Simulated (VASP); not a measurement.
# Sn (Immm) in VASP: a series of runs

The runs below take Sn through single point, with PBE, HSE06.

All numbers are computed with VASP 6.6.1; they aren't measurements. Logs are shortened: lines on timing, memory, paths and dates and some standing lists are left out, and cuts for length are marked.

## 1. The cell of the first run

Symmetry: Immm, No. 71, orthorhombic system. The conventional cell has a = 3.453 Å, b = 3.551 Å, c = 4.677 Å, α = 90.00°, β = 90.00°, γ = 90.00°. Sn (site symmetry mmm) has 12 Sn at 3.41 to 3.55 Å within 4.5 Å.

## 2. Single point, PBE

Contents of INCAR:

```
PREC = Accurate
ENCUT = 520
EDIFF = 1E-7
ISMEAR = 0
SIGMA = 0.017
LREAL = False
LASPH = True
NELM = 80
ALGO = Fast
ISIF = 2
LWAVE = False
LCHARG = False
GGA = PE
NBANDS = 13
```

Contents of KPOINTS:

```
Automatic mesh
0
Gamma
  11 11 11
```

Contents of POSCAR:

```
Sn
1.0
   -1.7265390000      1.7755470000      2.3383420000
    1.7265390000     -1.7755470000      2.3383420000
    1.7265390000      1.7755470000     -2.3383420000
Sn
1
Direct
    0.0000000000      0.0000000000      0.0000000000
```

Potentials or basis: VASP PAW PBE potentials, release 64 (Sn_d).

Run with:

```sh
$ cat potpaw_PBE.64/Sn_d/POTCAR > POTCAR
$ mpirun -np 1 vasp_std > vasp.out
```

OUTCAR:

```text
PREC = Accurate
   ENCUT = 520
   EDIFF = 1E-7
   ISMEAR = 0
   LREAL = False
   LASPH = True
   NELM = 80
   ISIF = 2
   GGA = PE

 ion  position               nearest neighbor table
   1  0.000  0.000  0.000-

  LATTYP: Found a body centered orthorhombic cell.
 ALAT       =     3.4530780000
 B/A-ratio  =     1.0283851103
 C/A-ratio  =     1.3543522620

  Lattice vectors:

 A1 = (  -1.7265390000,   1.7755470000,   2.3383420000)
 A2 = (   1.7265390000,  -1.7755470000,   2.3383420000)
 A3 = (   1.7265390000,   1.7755470000,  -2.3383420000)

Analysis of symmetry for initial positions (statically):
=====================================================================
 Subroutine PRICEL returns:
 Original cell was already a primitive cell.

 Routine SETGRP: Setting up the symmetry group for a
 body centered orthorhombic supercell.

 Subroutine GETGRP returns: Found  8 space group operations
 (whereof  8 operations were pure point group operations)
 out of a pool of  8 trial point group operations.

The static configuration has the point symmetry D_2h.

Analysis of symmetry for dynamics (positions and initial velocities):
=====================================================================
 Subroutine PRICEL returns:
 Original cell was already a primitive cell.

 Routine SETGRP: Setting up the symmetry group for a
 body centered orthorhombic supercell.

 Subroutine GETGRP returns: Found  8 space group operations
 (whereof  8 operations were pure point group operations)
 out of a pool of  8 trial point group operations.

The dynamic configuration has the point symmetry D_2h.

 Subroutine INISYM returns: Found  8 space group operations
 (whereof  8 operations are pure point group operations),
 and found     1 'primitive' translations

----------------------------------------------------------------------------------------

                                     Primitive cell

  volume of cell :      28.6732

  direct lattice vectors                    reciprocal lattice vectors
    -1.726539000  1.775547000  2.338342000     0.000000000  0.281603359  0.213826720
     1.726539000 -1.775547000  2.338342000     0.289596702  0.000000000  0.213826720
     1.726539000  1.775547000 -2.338342000     0.289596702  0.281603359  0.000000000

  length of vectors
     3.406075069  3.406075069  3.406075069     0.353584952  0.359983494  0.403938983

  position of ions in fractional coordinates (direct lattice)
     0.000000000  0.000000000  0.000000000

  ion indices of the primitive-cell ions
   primitive index   ion index
                 1           1

[... 77 lines left out ...]
   ISIF   =      2    stress and relaxation
   ISYM   =      2    0-nonsym 1-usesym 2-fastsym
   POTIM  = 0.5000    time-step for ionic-motion
   TEBEG  =    0.0;   TEEND  =   0.0 temperature during run
   PSTRESS=    0.0 pullay stress
   NELECT =      14.0000    total number of electrons
   NUPDOWN=      -1.0000    fix difference up-down
   EMIN   =  10.00;   EMAX   =-10.00  energy-range for DOS
   EFERMI =   0.00;   METHOD = LEGACY
   ISMEAR =     0;   SIGMA  =   0.02  broadening in eV -4-tet -1-fermi 0-gaus
   EFERMI_NEDOS =   21; number of points for ismear=-14 and -15
   IALGO  =     68    algorithm
   IMIX   =      4    mixing-type and parameters
     AMIX     =   0.40;   BMIX     =  1.00
     AMIX_MAG =   1.60;   BMIX_MAG =  1.00
  volume/ion in A,a.u.               =      28.67       193.50
  Fermi-wavevector in a.u.,A,eV,Ry     =   1.289116  2.436076 22.610433  1.661820
  Thomas-Fermi vector in A             =   2.421028
   LORBIT       =      0    0 simple, 1 ext, 2 COOP (PROOUT), +10 PAW based schemes
   GGA     = PE    functional components
   LHFCALC =     F    Hartree Fock is set to
   AEXX    =    0.0000 exact exchange contribution
   IVDW    =     0    specifies the selected vdW correction
   LEPSILON=     F    determine dielectric tensor
   LRPA    =     F    only Hartree local field effects (RPA)
 non-spin polarized calculation
 RMM-DIIS sequential band-by-band and
 Gauss-broadening in eV      SIGMA  =   0.02
  energy-cutoff  :      520.00
  volume of cell :       28.67
 maximum number of plane-waves:       788
 NGX is ok and might be reduce to    28
   NGX = 13   NGY = 13   NGZ = 13

 number of electron      13.9999998 magnetization

 Free energy of the ion-electron system (eV)
  ---------------------------------------------------
  ext. energy  EPLUGINS =         0.00000000
  ---------------------------------------------------
  free energy    TOTEN  =        -3.78619633 eV

  energy without entropy =       -3.78608885  energy(sigma->0) =       -3.78614259

 E-fermi :   7.5279     XC(G=0): -10.1143

 val. band max:        7.5008369176   @ k =   0.1818   0.1818   0.1818
 cond. band min:       7.5326485362   @ k =  -0.1818   0.3636   0.0000
 fundamental gap:      0.0318116186
 Fermi energy:         7.5279085410

 k-point     1 :       0.0000    0.0000    0.0000
  band No.  band energies     occupation
      1     -14.0508      2.00000
      2     -14.0353      2.00000
      3     -14.0161      2.00000
      4     -13.9875      2.00000
      5     -13.9526      2.00000
      6      -3.2499      2.00000
      7      14.5424      0.00000
      8      14.6861      0.00000
      9      15.0918      0.00000
     10      18.1243      0.00000
     11      18.6351      0.00000
     12      19.1449      0.00000
     13      19.3030      0.00000
[... 354 lines left out ...]
  band No.  band energies     occupation
      1     -14.0504      2.00000
      2     -14.0110      2.00000
      3     -13.9838      2.00000
      4     -13.9454      2.00000
      5     -13.9069      2.00000
      6       0.1298      2.00000
      7       5.2453      2.00000
      8       9.9836      0.00000
      9      11.6672      0.00000
     10      14.8934      0.00000
     11      19.9232      0.00000
     12      20.9641      0.00000
     13      22.3608      0.00000

 [... further k-points ...]
[... 5 lines left out ...]
  --------------------------------------------------------------------------------------
  -------------------------------------------------------------------------------------
  Total       -0.0532369     -0.4129571     -0.1075403     -0.0000000      0.0000000      0.0000000
  in kB       -2.9747265    -23.0748528     -6.0090410     -0.0000000      0.0000000      0.0000000
  external PRESSURE =     -10.6862068 kB  Pullay stress =       0.0000000 kB

 VOLUME and BASIS-vectors are now :
 -----------------------------------------------------------------------------
  energy-cutoff  :      520.00
  volume of cell :       28.67
      direct lattice vectors                 reciprocal lattice vectors
    -1.726539000  1.775547000  2.338342000     0.000000000  0.281603359  0.213826720
     1.726539000 -1.775547000  2.338342000     0.289596702  0.000000000  0.213826720
     1.726539000  1.775547000 -2.338342000     0.289596702  0.281603359  0.000000000

 POSITION                                       TOTAL-FORCE (eV/Angst)
 -----------------------------------------------------------------------------------
      0.00000      0.00000      0.00000         0.000000     -0.000000     -0.000000
 -----------------------------------------------------------------------------------
    total drift:                               -0.000000     -0.000000     -0.000000

  FREE ENERGIE OF THE ION-ELECTRON SYSTEM (eV)
  ---------------------------------------------------
  free  energy   TOTEN  =        -3.7861963331 eV

  energy  without entropy=       -3.7860888528  energy(sigma->0) =       -3.78614259
```

stdout:

```text
POSCAR found type information on POSCAR Sn
 POSCAR found :  1 types and       1 ions
 scaLAPACK will be used
 LDA part: xc-table for (Slater+PW92), standard interpolation
 POSCAR, INCAR and KPOINTS ok, starting setup
 FFT: planning ... GRIDC
 FFT: planning ... GRID_SOFT
 FFT: planning ... GRID
 WAVECAR not read
 entering main loop
WARNING in EDDRMM: call to ZHEGV failed, returncode =   6  3     11
WARNING in EDDRMM: call to ZHEGV failed, returncode =   6  3     10
WARNING in EDDRMM: call to ZHEGV failed, returncode =   8  4     12
WARNING in EDDRMM: call to ZHEGV failed, returncode =   6  3     13
WARNING in EDDRMM: call to ZHEGV failed, returncode =   8  4     13
```

It took 2.3 min on 1 thread of Intel Xeon 8259CL, shared host; peak memory 0.21 GiB.

Results:

```
Free energy            : -3.7862 eV
Pressure               : -1.1 GPa
Band gap on the k mesh : zero (band 7 reaches 14.54 eV, above the bottom of band 8 at 5.75 eV)
```

Caveat: spin-orbit coupling is left out, which moves the levels of the heavy elements.

## 3. Single point, PBE

Contents of INCAR:

```
SYSTEM = Sn
ALGO = Normal
EDIFF = 1E-6
ENCUT = 520
GGA = PE
ISIF = 2
ISMEAR = 0
LASPH = .True.
LCHARG = .False.
LREAL = .False.
LWAVE = .False.
NBANDS = 13
NELM = 80
PREC = Accurate
SIGMA = 0.018000000000000002
```

Contents of KPOINTS:

```
k-points
0
Gamma
  11 11 11
  0 0 0
```

POSCAR is that of step 2.

Potentials or basis: VASP PAW PBE potentials, release 64 (Sn_d).

Run with:

```sh
$ cat potpaw_PBE.64/Sn_d/POTCAR > POTCAR
$ mpirun -np 1 vasp_std > vasp.out
```

Run time: 87 s. Hardware: 1 thread of Intel Xeon 8259CL, shared host; peak memory 0.21 GiB.

It converged, with:

- Free energy: -3.7862 eV
- Pressure: -1.1 GPa
- Band gap on the k mesh: zero (band 7 reaches 14.54 eV, above the bottom of band 8 at 5.75 eV)

Stress tensor (GPa, compression positive):
```
-0.30  0.00  0.00
 0.00 -2.30  0.00
 0.00  0.00 -0.60
```

Levels at points of the mesh, in eV from the Fermi level:
```tsv
k point	band 3	band 4	band 5	band 6	band 7	band 8	band 9	band 10	band 11	band 12
(0.00, 0.00, 0.00)	-21.54	-21.51	-21.48	-10.78	7.01	7.16	7.56	10.60	11.11	11.62
```

Caveat: spin-orbit coupling is left out, which moves the levels of the heavy elements.

## 4. Single point, HSE06

This run uses another cell than the first one, of 28.10 Å³/atom, 0.980 times its volume.

Contents of POSCAR:

```
Sn
1.0
   -1.7149511408      1.7636302181      2.3226479567
    1.7149511408     -1.7636302181      2.3226479567
    1.7149511408      1.7636302181     -2.3226479567
Sn
1
Direct
    0.0000000000      0.0000000000      0.0000000000
```

Contents of INCAR.step1:

```
SYSTEM = Sn
  PREC = Accurate
  ENCUT = 520
  EDIFF = 1E-5
  ISMEAR = -1
  SIGMA = 0.05
  LREAL = .FALSE.
  LASPH = .TRUE.
  NELM = 100
  ALGO = Normal
  ISIF = 2
  LWAVE = .TRUE.
  GGA = PE
  NBANDS = 13
```

Contents of INCAR.step2:

```
SYSTEM = Sn
  PREC = Accurate
  ENCUT = 520
  EDIFF = 1E-7
  ISMEAR = -1
  SIGMA = 0.05
  LREAL = .FALSE.
  LASPH = .TRUE.
  NELM = 100
  ALGO = Normal
  ISIF = 2
  LWAVE = .FALSE.
  LCHARG = .TRUE.
  GGA = PE
  LHFCALC = .TRUE.
  HFSCREEN = 0.2079
  PRECFOCK = Normal
  LELF = .TRUE.
  LVHAR = .TRUE.
  ISTART = 1
  NBANDS = 13
```

Contents of KPOINTS:

```
Automatic mesh
0
G
  6 6 6
  0 0 0
```

Run with:

```sh
$ cat potpaw_PBE.64/Sn_d/POTCAR > POTCAR
$ cp INCAR.step1 INCAR
$ mpirun -np 1 vasp_std > vasp.out
$ cp INCAR.step2 INCAR
$ mpirun -np 1 vasp_std > vasp.out
```

Wall time 39 min (1 thread of Intel Xeon 6975P-C (Granite Rapids), shared host); peak memory 0.27 GiB.

It converged, with:

```
Free energy            : -4.2321 eV
Pressure               : -0.6 GPa
Band gap on the k mesh : zero (band 7 reaches 15.71 eV, above the bottom of band 8 at 5.48 eV)
```

Stress tensor (GPa, compression positive):
```
-2.57  0.00  0.00
 0.00  2.64  0.00
 0.00  0.00 -1.82
```

Levels at points of the mesh, in eV from the Fermi level:
| k point | band 5 | band 6 | band 7 | band 8 | band 9 | band 10 |
| --- | --- | --- | --- | --- | --- | --- |
| (0.00, 0.00, 0.00) | -23.93 | -12.41 | 7.86 | 8.02 | 8.48 | 11.26 |
| (0.50, 0.00, 0.00) | -23.87 | -7.81 | -5.27 | 5.88 | 6.71 | 10.41 |
| (0.00, 0.50, 0.00) | -23.87 | -7.50 | -5.17 | 5.39 | 6.35 | 9.88 |
| (0.50, 0.50, 0.00) | -23.85 | -5.87 | -4.32 | 2.26 | 2.69 | 5.90 |
| (0.50, 0.50, 0.50) | -23.86 | -4.93 | -3.73 | 1.29 | 2.06 | 4.87 |

Caveat: the k points lie up to 0.43 Å⁻¹ apart; the PAW data sets were made with another functional, which shifts forces and pressure a little; spin-orbit coupling is left out, which moves the levels of the heavy elements.

## 5. Single point, PBE (volume scaled by 0.94)

Contents of INCAR:

```
SYSTEM = Sn
ALGO     = Normal         ! electronic algorithm
EDIFF    = 1E-6           ! SCF threshold, eV
ENCUT    = 520            ! plane-wave cutoff, eV
GGA      = PE             ! functional
ISIF     = 2              ! what is computed and relaxed
ISMEAR   = -1             ! smearing method
LASPH    = .TRUE.         ! aspherical terms in the spheres
LCHARG   = .FALSE.        ! write CHGCAR
LREAL    = .FALSE.        ! projectors in reciprocal space
LWAVE    = .FALSE.        ! write WAVECAR
NBANDS   = 13             ! bands
NELM     = 60             ! most SCF steps
PREC     = Accurate       ! precision mode
SIGMA    = 0.05           ! smearing width, eV
```

Contents of KPOINTS:

```
k-points
0
G
  11 11 11
  0 0 0
```

Contents of POSCAR:

```
Sn
1.0
   -1.6912936206      1.7393011766      2.2906073406
    1.6912936206     -1.7393011766      2.2906073406
    1.6912936206      1.7393011766     -2.2906073406
Sn
1
Direct
    0.0000000000      0.0000000000      0.0000000000
```

Run with:

```sh
$ cat potpaw_PBE.64/Sn_d/POTCAR > POTCAR
$ mpirun -np 1 vasp_std > vasp.out
```

Wall time 69 s (1 thread of AMD EPYC 7R43 (Zen 3), shared host); peak memory 0.17 GiB.

Results (log left out):

- Free energy: -3.7832 eV
- Pressure: 2.1 GPa
- Band gap on the k mesh: zero (band 7 reaches 15.77 eV, above the bottom of band 8 at 6.32 eV)

Stress tensor (GPa, compression positive):
```
2.85 0.00 0.00
0.00 0.96 0.00
0.00 0.00 2.37
```

Levels at points of the mesh, in eV from the Fermi level:
| k point | band 4 | band 5 | band 6 | band 7 | band 8 | band 9 | band 10 | band 11 |
| --- | --- | --- | --- | --- | --- | --- | --- | --- |
| (0.00, 0.00, 0.00) | -21.50 | -21.45 | -11.19 | 7.54 | 7.68 | 8.14 | 10.71 | 11.51 |

Caveat: the cell differs from its parent crystal (volume scaled by 0.94); spin-orbit coupling is left out, which moves the levels of the heavy elements.

## 6. The runs side by side

```csv
level,cell,k mesh,smearing,grid for exact exchange (PRECFOCK),screening parameter,gap on the mesh (eV),pressure (GPa)
PBE,"a = 3.406 Å, angles 119.1, 117.2, 93.3°, 1 atom",11 × 11 × 11,gaussian 0.017 eV,-,-,none,-1.1
PBE,"a = 3.406 Å, angles 119.1, 117.2, 93.3°, 1 atom",11 × 11 × 11,gaussian 0.018 eV,-,-,none,-1.1
HSE06,"a = 3.383 Å, angles 119.1, 117.2, 93.3°, 1 atom",6 × 6 × 6,fermi-dirac 0.05 eV,Normal,0.2079 1/Å,none,-0.6
PBE,"a = 3.337 Å, angles 119.1, 117.2, 93.3°, 1 atom",11 × 11 × 11,fermi-dirac 0.05 eV,-,-,none,2.1
```

Alike in all rows: task single point; potentials or basis VASP PAW PBE potentials, release 64 (Sn_d); no spin polarisation; cutoff (eV) 520.

Caveats: some runs use coarse meshes; spin-orbit coupling is left out, which moves the levels of the heavy elements; the PAW data sets were made with another functional, which shifts forces and pressure a little (some runs).

Total energies depend on the potentials used, so only differences within one code and one set of settings carry meaning.
